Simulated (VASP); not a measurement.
# CuI (zinc blende type) (F-43m) in VASP: a series of runs

Runs on CuI (zinc blende type). Level: HSE06. Tasks: single point.

All numbers are computed with VASP 6.6.1; they aren't measurements. Logs are shortened: lines on timing, memory, paths and dates and some standing lists are left out, and cuts for length are marked.

## Step 1: The cell of the first run

The structure is cubic, space group F-43m (No. 216). The conventional cell has a = 6.110 Å, b = 6.110 Å, c = 6.110 Å, α = 90.00°, β = 90.00°, γ = 90.00°. Within 3.5 Å of Cu (site symmetry -43m) lie 4 I at 2.65 Å. I (site symmetry -43m) has 4 Cu at 2.65 Å within 3.5 Å.

## Step 2: Single point, HSE06

File POSCAR:

```
CuI
1.0
    0.0000000000      3.0551163534      3.0551163534
    3.0551163534      0.0000000000      3.0551163534
    3.0551163534      3.0551163534      0.0000000000
Cu I
1 1
Direct
    0.0000000000      0.0000000000      0.0000000000
    0.2500000000      0.2500000000      0.2500000000
```

File INCAR.step1:

```
ALGO     = Normal         # electronic algorithm
EDIFF    = 1E-5           # SCF threshold, eV
ENCUT    = 520            # plane-wave cutoff, eV
GGA      = PE             # functional
ISIF     = 2              # what is computed and relaxed
ISMEAR   = -1             # smearing method
LASPH    = True           # aspherical terms in the spheres
LCHARG   = False          # write CHGCAR
LREAL    = False          # projectors in reciprocal space
LWAVE    = True           # write WAVECAR
NBANDS   = 16             # bands
NELM     = 100            # most SCF steps
PREC     = Accurate       # precision mode
SIGMA    = 0.05           # smearing width, eV
```

File INCAR.step2:

```
ALGO     = Normal         # electronic algorithm
EDIFF    = 1E-7           # SCF threshold, eV
ENCUT    = 520            # plane-wave cutoff, eV
GGA      = PE             # functional
HFSCREEN = 0.2079         # screening, 1/A
ISIF     = 2              # what is computed and relaxed
ISMEAR   = -1             # smearing method
ISTART   = 1            
LASPH    = True           # aspherical terms in the spheres
LCHARG   = False          # write CHGCAR
LHFCALC  = True           # exact exchange
LREAL    = False          # projectors in reciprocal space
LWAVE    = False          # write WAVECAR
NBANDS   = 16             # bands
NELM     = 100            # most SCF steps
PREC     = Accurate       # precision mode
PRECFOCK = Normal       
SIGMA    = 0.05           # smearing width, eV
```

File KPOINTS:

```
k-points
0
Gamma
  4 4 4
```

Potentials or basis: VASP PAW PBE potentials, release 64 (Cu, I).

Run with:

```console
$ cat potpaw_PBE.64/Cu/POTCAR potpaw_PBE.64/I/POTCAR > POTCAR
$ cp INCAR.step1 INCAR
$ mpirun -np 1 vasp_std > vasp.out
$ cp INCAR.step2 INCAR
$ mpirun -np 1 vasp_std > vasp.out
```

OUTCAR:

```text
EDIFF = 1E-7
   ENCUT = 520
   GGA = PE
   HFSCREEN = 0.2079
   ISIF = 2
   ISMEAR = -1
   ISTART = 1
   LASPH = True
   LHFCALC = True
   LREAL = False
   NELM = 100
   PREC = Accurate
   PRECFOCK = Normal

 ion  position               nearest neighbor table
   1  0.000  0.000  0.000-   2 2.65   2 2.65   2 2.65   2 2.65
   2  0.250  0.250  0.250-   1 2.65   1 2.65   1 2.65   1 2.65

  LATTYP: Found a face centered cubic cell.
 ALAT       =     6.1102327068

  Lattice vectors:

 A1 = (   0.0000000000,   3.0551163534,   3.0551163534)
 A2 = (   3.0551163534,   0.0000000000,   3.0551163534)
 A3 = (   3.0551163534,   3.0551163534,   0.0000000000)

Analysis of symmetry for initial positions (statically):
=====================================================================
 Subroutine PRICEL returns:
 Original cell was already a primitive cell.

 Routine SETGRP: Setting up the symmetry group for a
 face centered cubic supercell.

 Subroutine GETGRP returns: Found 24 space group operations
 (whereof 24 operations were pure point group operations)
 out of a pool of 48 trial point group operations.

The static configuration has the point symmetry T_d .

Analysis of symmetry for dynamics (positions and initial velocities):
=====================================================================
 Subroutine PRICEL returns:
 Original cell was already a primitive cell.

 Routine SETGRP: Setting up the symmetry group for a
 face centered cubic supercell.

 Subroutine GETGRP returns: Found 24 space group operations
 (whereof 24 operations were pure point group operations)
 out of a pool of 48 trial point group operations.

The dynamic configuration has the point symmetry T_d .

 Subroutine INISYM returns: Found 24 space group operations
 (whereof 24 operations are pure point group operations),
 and found     1 'primitive' translations

----------------------------------------------------------------------------------------

                                     Primitive cell

  volume of cell :      57.0313

  direct lattice vectors                    reciprocal lattice vectors
     0.000000000  3.055116353  3.055116353    -0.163659888  0.163659888  0.163659888
     3.055116353  0.000000000  3.055116353     0.163659888 -0.163659888  0.163659888
     3.055116353  3.055116353  0.000000000     0.163659888  0.163659888 -0.163659888

  length of vectors
     4.320586982  4.320586982  4.320586982     0.283467241  0.283467241  0.283467241

  position of ions in fractional coordinates (direct lattice)
     0.000000000  0.000000000  0.000000000
     0.250000000  0.250000000  0.250000000

  ion indices of the primitive-cell ions
   primitive index   ion index
                 1           1
                 2           2

----------------------------------------------------------------------------------------

 KPOINTS: k-points

Automatic generation of k-mesh.
 Grid dimensions read from file:
 generate k-points for:    4    4    4

 Generating k-lattice:

  Cartesian coordinates                     Fractional coordinates (reciprocal lattice)
    -0.040914972  0.040914972  0.040914972     0.250000000  0.000000000  0.000000000
     0.040914972 -0.040914972  0.040914972     0.000000000  0.250000000  0.000000000
     0.040914972  0.040914972 -0.040914972     0.000000000  0.000000000  0.250000000

  Length of vectors
     0.070866810  0.070866810  0.070866810

  Shift w.r.t. Gamma in fractional coordinates (k-lattice)
     0.000000000  0.000000000  0.000000000

 Subroutine IBZKPT returns following result:
 ===========================================

 Found      8 irreducible k-points:

 Following reciprocal coordinates:
            Coordinates               Weight
  0.000000  0.000000  0.000000      1.000000
  0.250000  0.000000  0.000000      8.000000
  0.500000  0.000000  0.000000      4.000000
  0.250000  0.250000  0.000000      6.000000
  0.500000  0.250000  0.000000     24.000000
 -0.250000  0.250000  0.000000     12.000000
  0.500000  0.500000  0.000000      3.000000
 -0.250000  0.500000  0.250000      6.000000
   k-points           NKPTS =      8   k-points in BZ     NKDIM =     64   number of bands    NBANDS=     16
   number of dos      NEDOS =    301   number of ions     NIONS =      2
   total plane-waves  NPLWV =  32768
   dimension x,y,z NGX =    32 NGY =   32 NGZ =   32
   dimension x,y,z NGXF=    64 NGYF=   64 NGZF=   64
   ions per type =               1   1
   NGX,Y,Z   is equivalent  to a cutoff of  12.31, 12.31, 12.31 a.u.
   NGXF,Y,Z  is equivalent  to a cutoff of  24.63, 24.63, 24.63 a.u.
 SYSTEM =  unknown system
   PREC   = accura    normal or accurate (medium, high low for compatibility)
   ISTART =      1    job   : 0-new  1-cont  2-samecut
   ICHARG =      0    charge: 1-file 2-atom 10-const
   ISPIN  =      1    spin polarized calculation?
   LNONCOLLINEAR =      F non collinear calculations
   LSORBIT =      F    spin-orbit coupling
   LASPH  =      T    aspherical Exc in radial PAW
   ENCUT  =  520.0 eV  38.22 Ry    6.18 a.u.   8.03  8.03  8.03*2*pi/ulx,y,z
   NELM   =    100;   NELMIN=  2; NELMDL=  0     # of ELM steps
   EDIFF  = 0.1E-06   stopping-criterion for ELM
   LREAL  =      F    real-space projection
   EDIFFG = 0.1E-05   stopping-criterion for IOM
   NSW    =      0    number of steps for IOM
   IBRION =     -1    ionic relax: 0-MD 1-quasi-New 2-CG
   NFREE  =      0    steps in history (QN), initial steepest desc. (CG)
   ISIF   =      2    stress and relaxation
   ISYM   =      3    0-nonsym 1-usesym 2-fastsym
   POTIM  = 0.5000    time-step for ionic-motion
   TEBEG  =    0.0;   TEEND  =   0.0 temperature during run
   PSTRESS=    0.0 pullay stress
   NELECT =      18.0000    total number of electrons
   NUPDOWN=      -1.0000    fix difference up-down
   EMIN   =  10.00;   EMAX   =-10.00  energy-range for DOS
   EFERMI =   0.00;   METHOD = LEGACY
   ISMEAR =    -1;   SIGMA  =   0.05  broadening in eV -4-tet -1-fermi 0-gaus
   EFERMI_NEDOS =   21; number of points for ismear=-14 and -15
   IALGO  =     38    algorithm
   IMIX   =      1    mixing-type and parameters
     AMIX     =   0.40;   BMIX     =  1.00
     AMIX_MAG =   1.60;   BMIX_MAG =  1.00
  volume/ion in A,a.u.               =      28.52       192.43
  Fermi-wavevector in a.u.,A,eV,Ry     =   1.114623  2.106332 16.903660  1.242384
  Thomas-Fermi vector in A             =   2.251220
   LORBIT       =      0    0 simple, 1 ext, 2 COOP (PROOUT), +10 PAW based schemes
   GGA     = PE    functional components
   LHFCALC =     T    Hartree Fock is set to
   PRECFOCK=normal    Normal, Fast or Accurate (Low or Medium for compatibility)
   ENCUT4O =  -1.0   cutoff for four orbital integrals eV
   NKREDX  =     1    reduce k-point grid by
   NKREDY  =     1    reduce k-point grid by
   NKREDZ  =     1    reduce k-point grid by
   AEXX    =    0.2500 exact exchange contribution
   HFSCREEN=    0.2079 screening length (either q_TF or 0.3 A-1)
   HFSCREENC=   0.2079 screening length for correlation (either q_TF or 0.3 A-1)
   ENCUTFOCK=  -1.0 apply spherical cutoff to Coloumb kernel
   IVDW    =     0    specifies the selected vdW correction
   LEPSILON=     F    determine dielectric tensor
   LRPA    =     F    only Hartree local field effects (RPA)
 non-spin polarized calculation
  energy-cutoff  :      520.00
  volume of cell :       57.03
 maximum number of plane-waves:      1572
  NGX = 28; NGY = 28; NGZ = 28

 number of electron      18.0000004 magnetization

 Free energy of the ion-electron system (eV)
  ---------------------------------------------------
  ext. energy  EPLUGINS =         0.00000000
  ---------------------------------------------------
  free energy    TOTEN  =        -6.43816393 eV

  energy without entropy =       -6.43816393  energy(sigma->0) =       -6.43816393

 E-fermi :   4.2964     XC(G=0):  -7.3256

 val. band max:        3.2168040682   @ k =   0.0000   0.0000   0.0000
 cond. band min:       5.7630484856   @ k =   0.0000   0.0000   0.0000
 fundamental gap:      2.5462444175
 Fermi energy:         4.2963745580

 k-point     1 :       0.0000    0.0000    0.0000
  band No.  band energies     occupation
      1     -11.3732      2.00000
      2      -0.6372      2.00000
      3      -0.6372      2.00000
      4      -0.6371      2.00000
      5       0.8447      2.00000
      6       0.8447      2.00000
[... 8 lines left out ...]
     15      14.2825      0.00000
     16      14.2825      0.00000

 k-point     2 :       0.2500    0.0000    0.0000
  band No.  band energies     occupation
      1     -11.1027      2.00000
      2      -1.3230      2.00000
      3      -0.5813      2.00000
      4      -0.5813      2.00000
      5       0.8361      2.00000
      6       0.8361      2.00000
[... 8 lines left out ...]
     15      13.3936      0.00000
     16      13.6587      0.00000

 k-point     3 :       0.5000    0.0000    0.0000
  band No.  band energies     occupation
      1     -10.7958      2.00000
      2      -2.1411      2.00000
      3      -0.5347      2.00000
      4      -0.5347      2.00000
      5       0.8670      2.00000
      6       0.8670      2.00000
[... 8 lines left out ...]
     15      15.6794      0.00000
     16      15.6794      0.00000

 k-point     4 :       0.2500    0.2500    0.0000
  band No.  band energies     occupation
      1     -11.0121      2.00000
      2      -1.4037      2.00000
      3      -0.5707      2.00000
      4      -0.5707      2.00000
      5       0.7637      2.00000
      6       0.8829      2.00000
[... 8 lines left out ...]
     15      14.9168      0.00000
     16      16.5782      0.00000

 k-point     5 :       0.5000    0.2500    0.0000
  band No.  band energies     occupation
      1     -10.7029      2.00000
      2      -1.8570      2.00000
      3      -0.8264      2.00000
      4      -0.4966      2.00000
      5       0.7961      2.00000
      6       0.8796      2.00000
[... 8 lines left out ...]
     15      15.8192      0.00000
     16      16.6600      0.00000

 k-point     6 :      -0.2500    0.2500    0.0000
  band No.  band energies     occupation
      1     -10.8063      2.00000
      2      -1.6269      2.00000
      3      -0.9388      2.00000
      4      -0.5078      2.00000
      5       0.8052      2.00000
      6       0.8476      2.00000
[... 8 lines left out ...]
     15      15.0806      0.00000
     16      16.8602      0.00000

 k-point     7 :       0.5000    0.5000    0.0000
  band No.  band energies     occupation
      1     -10.6009      2.00000
      2      -2.1733      2.00000
      3      -0.4444      2.00000
      4      -0.4444      2.00000
      5       0.8464      2.00000
      6       0.9214      2.00000
[... 8 lines left out ...]
     15      16.0323      0.00000
     16      16.7879      0.00000

 k-point     8 :      -0.2500    0.5000    0.2500
  band No.  band energies     occupation
      1     -10.5974      2.00000
      2      -1.6161      2.00000
      3      -1.2329      2.00000
      4      -0.4694      2.00000
      5       0.7746      2.00000
      6       0.9477      2.00000
[... 8 lines left out ...]
     15      16.4031      0.00000
     16      16.7525      0.00000

------------------------ aborting loop because EDIFF is reached ----------------------------------------

  FORCE on cell =-STRESS in cart. coord.  units (eV):
  Direction    XX          YY          ZZ          XY          YZ          ZX
  --------------------------------------------------------------------------------------
  -------------------------------------------------------------------------------------
  Total       -0.0927501     -0.0927501     -0.0927501      0.0000000      0.0000000      0.0000000
  in kB       -2.6056250     -2.6056250     -2.6056250      0.0000000      0.0000000      0.0000000
  external PRESSURE =      -2.6056250 kB  Pullay stress =       0.0000000 kB

 VOLUME and BASIS-vectors are now :
 -----------------------------------------------------------------------------
  energy-cutoff  :      520.00
  volume of cell :       57.03
      direct lattice vectors                 reciprocal lattice vectors
     0.000000000  3.055116353  3.055116353    -0.163659888  0.163659888  0.163659888
     3.055116353  0.000000000  3.055116353     0.163659888 -0.163659888  0.163659888
     3.055116353  3.055116353  0.000000000     0.163659888  0.163659888 -0.163659888

 POSITION                                       TOTAL-FORCE (eV/Angst)
 -----------------------------------------------------------------------------------
      0.00000      0.00000      0.00000         0.000000      0.000000      0.000000
      1.52756      1.52756      1.52756        -0.000000     -0.000000     -0.000000
 -----------------------------------------------------------------------------------
    total drift:                                0.000305      0.000248      0.000205

  FREE ENERGIE OF THE ION-ELECTRON SYSTEM (eV)
  ---------------------------------------------------
  free  energy   TOTEN  =        -6.4381639270 eV

  energy  without entropy=       -6.4381639269  energy(sigma->0) =       -6.43816393
```

It took 23 min on 1 thread of Intel Xeon Platinum 8259CL at 2.50GHz (Skylake/Cascade Lake), shared host; peak memory 0.29 GiB.

What came out:

```yaml
Free_energy: -6.4382 eV
Pressure: -0.3 GPa
Band_gap_on_the_k_mesh: 2.55 eV
```

Levels at points of the mesh, in eV from the valence-band top:
```tsv
k point	band 7	band 8	band 9	band 10	band 11	band 12
(0.00, 0.00, 0.00)	0.00	0.00	0.00	2.55	6.34	6.34
(0.50, 0.00, 0.00)	-2.30	-0.79	-0.79	3.59	6.84	6.84
(0.50, 0.50, 0.00)	-2.18	-1.85	-1.85	3.95	4.29	10.71
```

Caveat: the k points lie up to 0.45 Å⁻¹ apart; the PAW data sets were made with another functional, which shifts forces and pressure a little; spin-orbit coupling is left out, which moves the levels of the heavy elements.

(Part 1 of 2 ends here.)
